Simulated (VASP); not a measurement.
Crystal: Si2F.

```
Si F
1.0
     1.73507    3.00523    0.00000
    -1.73507    3.00523    0.00000
     0.00000    0.00000    3.73477
Si F
2 1
Direct
  0.33330 0.33340 0.50000
  0.66660 0.66670 0.50000
  0.00000 0.00000 0.00000
```

```yaml
Program: VASP 6.6.1
Task: relaxation of cell and atoms
Functional: r2SCAN
Potentials_or_basis: VASP PAW PBE potentials, release 64 (Si, F)
Cutoff: 600 eV
k_mesh: 6 × 6 × 5
Occupations: fermi-dirac, width 0.1 eV
Spin: no spin polarisation
```

At the start: pressure 55.8 GPa; volume 12.98 Å³/atom.

Question: How do energy, volume and symmetry change on relaxing?

Answer: Over 21 steps the energy falls by 799.4 meV/atom and the volume is 13.67 Å³/atom (+5.3 %); space group P6/mmm (No. 191, to 0.1 Å) before and after.

Step by step:
| step | energy change (eV) | largest force (eV/Å) | pressure (GPa) | volume (Å³) |
| --- | --- | --- | --- | --- |
| 1 | 0.0000 | 0.0089 | 55.84 | 38.95 |
| 2 | -0.4721 | 0.0047 | -18.37 | 69.32 |
| 3 | -2.1324 | 0.0081 | -3.40 | 51.85 |
| 4 | -2.1406 | 0.0080 | -1.92 | 51.16 |
| 5 | -2.1416 | 0.0080 | -1.19 | 50.84 |
| 6 | -2.1661 | 0.0089 | -1.07 | 50.08 |
| 7 | -2.2176 | 0.0483 | -0.60 | 47.97 |
| 8 | -2.2928 | 0.1242 | 1.87 | 43.56 |
| 9 | -1.7688 | 0.1343 | 25.69 | 34.02 |
| 10 | -2.3096 | 0.1394 | 2.49 | 42.84 |
| 11 | -2.3469 | 0.1804 | 7.56 | 38.53 |
| 12 | -2.3625 | 0.1698 | 5.21 | 40.20 |
| 13 | -2.3795 | 0.1221 | 4.01 | 40.18 |
| 14 | -2.3938 | 0.0394 | 1.77 | 40.12 |
| 15 | -2.3938 | 0.0358 | 1.67 | 40.11 |
| 16 | -2.3955 | 0.0308 | 1.35 | 40.29 |
| 17 | -2.3981 | 0.0158 | 0.44 | 40.82 |
| 18 | -2.3982 | 0.0118 | 0.22 | 40.97 |
| 19 | -2.3982 | 0.0113 | 0.18 | 40.98 |
| 20 | -2.3983 | 0.0053 | 0.09 | 40.99 |
| 21 | -2.3983 | 0.0022 | -0.02 | 41.00 |

Final structure:
```yaml
crystal:
  lattice:
    - [2.05863, 3.56746, 0.00000]
    - [-2.05863, 3.56746, 0.00000]
    - [0.00000, 0.00000, 2.79106]
  atoms:
    - { symbol: Si, position: [0.33331, 0.33342, 0.50000] }
    - { symbol: Si, position: [0.66658, 0.66669, 0.50000] }
    - { symbol: F, position: [0.00000, 0.00000, 0.00000] }
```

Caveat: a cell axis changed by over 15 % at a fixed basis, so the end point is rough; the PAW data sets were made with another functional, which shifts forces and pressure a little; an odd number of electrons without spin polarisation forces a metal; a magnetic or distorted state may lie lower.
